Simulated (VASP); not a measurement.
A run of VASP 6.6.1 is set up as follows.

Contents of INCAR:

```
SYSTEM = Be
PREC = Accurate
ENCUT = 520
EDIFF = 1E-6
ISMEAR = 0
SIGMA = 0.2
LREAL = .False.
LASPH = .True.
NELM = 100
ALGO = Fast
ISIF = 2
LWAVE = .False.
LCHARG = .False.
GGA = PE
NBANDS = 24
```

The input KPOINTS:

```
regular mesh
0
Gamma
  6 6 6
  0 0 0
```

File POSCAR:

```
Be
1.0
    0.0002433627     -2.9019962467     -2.9023082279
   -2.9014950437      0.0000544825     -2.9021209352
    2.9083535546      2.9083644474     -5.8111966435
Be
12
Direct
    0.2494312881      0.2494259947      0.2514331405
    0.7493920363      0.7495280501      0.7514140378
    0.8755145514      0.8755771221      0.3735541446
    0.3754062860      0.3755087968      0.8736448168
    0.8125472497      0.8124612156      0.0624927889
    0.3125175774      0.3124923661      0.5625464348
    0.5625833342      0.5624249975      0.3124988421
    0.0625227917      0.0624234654      0.8124946887
    0.8125649933      0.3125216051      0.0624467464
    0.3124891925      0.8125629401      0.5624674254
    0.3125459058      0.8125032228      0.0624732597
    0.8124847935      0.3125702237      0.5625336745
```

Potentials or basis: VASP PAW PBE potentials, release 64 (Be).

The run is started by

```console
$ cat potpaw_PBE.64/Be/POTCAR > POTCAR
$ mpirun -np 1 vasp_std > vasp.out
```

Problem. Estimate the largest force.

Solution. 0.008 eV/Å.

Problem. Estimate the pressure.

Solution. 0.1 GPa.

Problem. Predict the band gap on the k mesh.

Solution. Zero (bands 12 and 13 overlap by 1.25 eV).

Forces on the atoms (eV/Å):
```
Be  -0.005 -0.005  0.002
Be  -0.004 -0.005  0.002
Be   0.006  0.004 -0.003
Be   0.004  0.002 -0.003
Be  -0.001  0.001 -0.001
Be  -0.002  0.000  0.001
Be  -0.001  0.001  0.001
Be  -0.001  0.000 -0.001
Be   0.002  0.002  0.000
Be   0.001  0.000  0.001
Be   0.001  0.001  0.000
Be   0.000  0.000  0.002
```
